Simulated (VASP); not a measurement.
# AgI (F-43m) in VASP: a series of runs, part 2 of 2

VASP 6.6.1.

### 4 Single point, LDA

This run uses another cell than the first one, of 29.57 Å³/atom, 1.044 times its volume.

Contents of INCAR:

```
ALGO = Normal
EDIFF = 1E-6
ENCUT = 500
GGA = CA
GGA_COMPAT = F
ISIF = 2
ISMEAR = 0
LASPH = T
LCHARG = F
LREAL = F
LWAVE = F
NBANDS = 16
NELM = 120
PREC = Accurate
SIGMA = 0.01
```

Contents of KPOINTS:

```
k-points
0
Gamma
  6 6 6
```

Contents of POSCAR:

```
AgI
1.0
    3.0924285935      3.0924285935      0.0000000000
   -3.0924285935      3.0924285935      0.0000000000
    0.0000000000      3.0924285935      3.0924285935
Ag I
1 1
Direct
    0.0000000000      0.0000000000      0.0000000000
    0.7500000000      0.2500000000      0.5000000000
```

Potentials or basis: VASP PAW LDA potentials, release 64 (Ag, I).

Run with:

```sh
> cat potpaw_LDA.64/Ag/POTCAR potpaw_LDA.64/I/POTCAR > POTCAR
> mpirun -np 1 vasp_std > vasp.out
```

OUTCAR:

```text
EDIFF = 1E-6
   ENCUT = 500
   GGA = CA
   ISIF = 2
   ISMEAR = 0
   LASPH = T
   LREAL = F
   NELM = 120
   PREC = Accurate

 ion  position               nearest neighbor table
   1  0.000  0.000  0.000-   2 2.68   2 2.68   2 2.68   2 2.68
   2  0.750  0.250  0.500-   1 2.68   1 2.68   1 2.68   1 2.68

  LATTYP: Found a face centered cubic cell.
 ALAT       =     6.1848571870

  Lattice vectors:

 A1 = (   0.0000000000,   3.0924285935,   3.0924285935)
 A2 = (   3.0924285935,   0.0000000000,   3.0924285935)
 A3 = (   3.0924285935,   3.0924285935,   0.0000000000)

Analysis of symmetry for initial positions (statically):
=====================================================================
 Subroutine PRICEL returns:
 Original cell was already a primitive cell.

 Routine SETGRP: Setting up the symmetry group for a
 face centered cubic supercell.

 Subroutine GETGRP returns: Found 24 space group operations
 (whereof 24 operations were pure point group operations)
 out of a pool of 48 trial point group operations.

The static configuration has the point symmetry T_d .

Analysis of symmetry for dynamics (positions and initial velocities):
=====================================================================
 Subroutine PRICEL returns:
 Original cell was already a primitive cell.

 Routine SETGRP: Setting up the symmetry group for a
 face centered cubic supercell.

 Subroutine GETGRP returns: Found 24 space group operations
 (whereof 24 operations were pure point group operations)
 out of a pool of 48 trial point group operations.

The dynamic configuration has the point symmetry T_d .

 Subroutine INISYM returns: Found 24 space group operations
 (whereof 24 operations are pure point group operations),
 and found     1 'primitive' translations

----------------------------------------------------------------------------------------

                                     Primitive cell

  volume of cell :      59.1465

  direct lattice vectors                    reciprocal lattice vectors
     3.092428594  3.092428594  0.000000000     0.161685221  0.161685221 -0.161685221
    -3.092428594  3.092428594  0.000000000    -0.161685221  0.161685221 -0.161685221
     0.000000000  3.092428594  3.092428594     0.000000000  0.000000000  0.323370442

  length of vectors
     4.373354458  4.373354458  4.373354458     0.280047017  0.280047017  0.323370442

  position of ions in fractional coordinates (direct lattice)
     0.000000000  0.000000000  0.000000000
     0.750000000  0.250000000  0.500000000

  ion indices of the primitive-cell ions
   primitive index   ion index
                 1           1
                 2           2

----------------------------------------------------------------------------------------

 KPOINTS: k-points

Automatic generation of k-mesh.
 Grid dimensions read from file:
 generate k-points for:    6    6    6

 Generating k-lattice:

  Cartesian coordinates                     Fractional coordinates (reciprocal lattice)
     0.026947537  0.026947537 -0.026947537     0.166666667  0.000000000  0.000000000
    -0.026947537  0.026947537 -0.026947537     0.000000000  0.166666667  0.000000000
     0.000000000  0.000000000  0.053895074     0.000000000  0.000000000  0.166666667

  Length of vectors
     0.046674503  0.046674503  0.053895074

  Shift w.r.t. Gamma in fractional coordinates (k-lattice)
     0.000000000  0.000000000  0.000000000

 Subroutine IBZKPT returns following result:
 ===========================================

 Found     16 irreducible k-points:

 Following reciprocal coordinates:
            Coordinates               Weight
  0.000000  0.000000  0.000000      1.000000
  0.166667  0.000000  0.000000      8.000000
  0.333333  0.000000  0.000000      8.000000
  0.500000  0.000000  0.000000      4.000000
  0.166667  0.166667  0.000000     12.000000
  0.333333  0.166667  0.000000     24.000000
[... 8 lines left out ...]
  0.500000  0.333333  0.166667     24.000000
  0.500000  0.500000  0.166667     12.000000
   k-points           NKPTS =     16   k-points in BZ     NKDIM =     16   number of bands    NBANDS=     16
   number of dos      NEDOS =    301   number of ions     NIONS =      2
   total plane-waves  NPLWV =  32768
   dimension x,y,z NGX =    32 NGY =   32 NGZ =   32
   dimension x,y,z NGXF=    64 NGYF=   64 NGZF=   64
   ions per type =               1   1
   NGX,Y,Z   is equivalent  to a cutoff of  12.16, 12.16, 12.16 a.u.
   NGXF,Y,Z  is equivalent  to a cutoff of  24.33, 24.33, 24.33 a.u.
 SYSTEM =  unknown system
   PREC   = accura    normal or accurate (medium, high low for compatibility)
   ISTART =      0    job   : 0-new  1-cont  2-samecut
   ICHARG =      2    charge: 1-file 2-atom 10-const
   ISPIN  =      1    spin polarized calculation?
   LNONCOLLINEAR =      F non collinear calculations
   LSORBIT =      F    spin-orbit coupling
   LASPH  =      T    aspherical Exc in radial PAW
   ENCUT  =  500.0 eV  36.75 Ry    6.06 a.u.   7.97  7.97  7.97*2*pi/ulx,y,z
   NELM   =    120;   NELMIN=  2; NELMDL= -5     # of ELM steps
   EDIFF  = 0.1E-05   stopping-criterion for ELM
   LREAL  =      F    real-space projection
   EDIFFG = 0.1E-04   stopping-criterion for IOM
   NSW    =      0    number of steps for IOM
   IBRION =     -1    ionic relax: 0-MD 1-quasi-New 2-CG
   NFREE  =      0    steps in history (QN), initial steepest desc. (CG)
   ISIF   =      2    stress and relaxation
   ISYM   =      2    0-nonsym 1-usesym 2-fastsym
   POTIM  = 0.5000    time-step for ionic-motion
   TEBEG  =    0.0;   TEEND  =   0.0 temperature during run
   PSTRESS=    0.0 pullay stress
   NELECT =      18.0000    total number of electrons
   NUPDOWN=      -1.0000    fix difference up-down
   EMIN   =  10.00;   EMAX   =-10.00  energy-range for DOS
   EFERMI =   0.00;   METHOD = LEGACY
   ISMEAR =     0;   SIGMA  =   0.01  broadening in eV -4-tet -1-fermi 0-gaus
   EFERMI_NEDOS =   21; number of points for ismear=-14 and -15
   IALGO  =     38    algorithm
   IMIX   =      4    mixing-type and parameters
     AMIX     =   0.40;   BMIX     =  1.00
     AMIX_MAG =   1.60;   BMIX_MAG =  1.00
  volume/ion in A,a.u.               =      29.57       199.57
  Fermi-wavevector in a.u.,A,eV,Ry     =   1.101174  2.080917 16.498212  1.212584
  Thomas-Fermi vector in A             =   2.237597
   LORBIT       =      0    0 simple, 1 ext, 2 COOP (PROOUT), +10 PAW based schemes
   GGA     = CA    functional components
   LHFCALC =     F    Hartree Fock is set to
   AEXX    =    0.0000 exact exchange contribution
   IVDW    =     0    specifies the selected vdW correction
   LEPSILON=     F    determine dielectric tensor
   LRPA    =     F    only Hartree local field effects (RPA)
 non-spin polarized calculation
 Gauss-broadening in eV      SIGMA  =   0.01
  energy-cutoff  :      500.00
  volume of cell :       59.15
 maximum number of plane-waves:      1524
   NGX = 15   NGY = 15   NGZ = 15

 number of electron      18.0000005 magnetization

 Free energy of the ion-electron system (eV)
  ---------------------------------------------------
  ext. energy  EPLUGINS =         0.00000000
  ---------------------------------------------------
  free energy    TOTEN  =        -6.06532081 eV

  energy without entropy =       -6.06532081  energy(sigma->0) =       -6.06532081

 E-fermi :   4.8030     XC(G=0):  -9.5194

 val. band max:        4.7152623523   @ k =   0.0000   0.0000   0.0000
 cond. band min:       5.8202413604   @ k =   0.0000   0.0000   0.0000
 fundamental gap:      1.1049790081
 Fermi energy:         4.8029962187

 k-point     1 :       0.0000    0.0000    0.0000
  band No.  band energies     occupation
      1      -9.0539      2.00000
      2      -0.5323      2.00000
      3      -0.5323      2.00000
      4      -0.5323      2.00000
      5       0.8466      2.00000
      6       0.8466      2.00000
[... 8 lines left out ...]
     15      14.9286      0.00000
     16      14.9286      0.00000
[... 267 lines left out ...]
 k-point    16 :       0.5000    0.5000    0.1667
  band No.  band energies     occupation
      1      -8.4714      2.00000
      2      -0.6798      2.00000
      3      -0.0691      2.00000
      4       0.0920      2.00000
      5       0.8283      2.00000
      6       1.1629      2.00000
[... 8 lines left out ...]
     15      16.5360      0.00000
     16      16.6538      0.00000

------------------------ aborting loop because EDIFF is reached ----------------------------------------

  FORCE on cell =-STRESS in cart. coord.  units (eV):
  Direction    XX          YY          ZZ          XY          YZ          ZX
  --------------------------------------------------------------------------------------
  -------------------------------------------------------------------------------------
  Total        1.4815310      1.4815310      1.4815310     -0.0000000      0.0000000      0.0000000
  in kB       40.1321380     40.1321380     40.1321380     -0.0000000      0.0000000      0.0000000
  external PRESSURE =      40.1321380 kB  Pullay stress =       0.0000000 kB

 VOLUME and BASIS-vectors are now :
 -----------------------------------------------------------------------------
  energy-cutoff  :      500.00
  volume of cell :       59.15
      direct lattice vectors                 reciprocal lattice vectors
     3.092428594  3.092428594  0.000000000     0.161685221  0.161685221 -0.161685221
    -3.092428594  3.092428594  0.000000000    -0.161685221  0.161685221 -0.161685221
     0.000000000  3.092428594  3.092428594     0.000000000  0.000000000  0.323370442

 POSITION                                       TOTAL-FORCE (eV/Angst)
 -----------------------------------------------------------------------------------
      0.00000      0.00000      0.00000         0.000000      0.000000      0.000000
      1.54621      4.63864      1.54621         0.000000     -0.000000     -0.000000
 -----------------------------------------------------------------------------------
    total drift:                               -0.000001     -0.000000      0.000000

  FREE ENERGIE OF THE ION-ELECTRON SYSTEM (eV)
  ---------------------------------------------------
  free  energy   TOTEN  =        -6.0653208111 eV

  energy  without entropy=       -6.0653208111  energy(sigma->0) =       -6.06532081
```

OSZICAR:

```text
N       E                     dE             d eps       ncg     rms          rms(c)
DAV:   1     0.895274098672E+02    0.89527E+02   -0.78395E+03   520   0.940E+02
DAV:   2    -0.299918782695E+01   -0.92527E+02   -0.87316E+02   616   0.197E+02
DAV:   3    -0.616631340210E+01   -0.31671E+01   -0.31597E+01   648   0.378E+01
DAV:   4    -0.621438958984E+01   -0.48076E-01   -0.48075E-01   744   0.439E+00
DAV:   5    -0.621483665118E+01   -0.44706E-03   -0.44706E-03   656   0.320E-01    0.762E+00
DAV:   6    -0.607755391568E+01    0.13728E+00   -0.39945E-01   568   0.867E+00    0.549E+00
DAV:   7    -0.606830511171E+01    0.92488E-02   -0.38634E-02   608   0.133E+00    0.226E+00
DAV:   8    -0.606535619909E+01    0.29489E-02   -0.15271E-03   648   0.260E-01    0.174E-01
DAV:   9    -0.606531387579E+01    0.42323E-04   -0.16961E-04   648   0.162E-01    0.444E-02
DAV:  10    -0.606531974587E+01   -0.58701E-05   -0.95108E-06   664   0.295E-02    0.137E-02
DAV:  11    -0.606532090755E+01   -0.11617E-05   -0.11116E-06   480   0.687E-03    0.368E-03
DAV:  12    -0.606532081106E+01    0.96488E-07   -0.38988E-07   352   0.547E-03
   1 F= -.60653208E+01 E0= -.60653208E+01  d E =-.291976E-37
```

It took 4.1 s on 1 thread of Intel Xeon 6975P-C (Granite Rapids), shared host; peak memory 0.15 GiB.

Results:

```yaml
Free_energy: -6.0653 eV
Pressure: 4.0 GPa
Band_gap_on_the_k_mesh: 1.10 eV, direct
```

Caveat: spin-orbit coupling is left out, which moves the levels of the heavy elements. Expect the measured gap to be larger: semilocal functionals such as LDA lack the derivative discontinuity.

### 5 The runs side by side

```csv
cell,gap on the mesh (eV),pressure (GPa)
"a = 4.310 Å, angles 60.0, 60.0, 90.0°, 2 atoms",1.12,7.0
"a = 4.258 Å, angles 60.0, 60.0, 90.0°, 2 atoms",1.13,10.0
"a = 4.373 Å, angles 60.0, 60.0, 90.0°, 2 atoms",1.10,4.0
```

Alike in all rows: task single point; level LDA; potentials or basis VASP PAW LDA potentials, release 64 (Ag, I); no spin polarisation; k mesh 6 × 6 × 6; cutoff (eV) 500; smearing gaussian 0.01 eV.

Caveats: spin-orbit coupling is left out, which moves the levels of the heavy elements.

Total energies depend on the potentials used, so only differences within one code and one set of settings carry meaning.
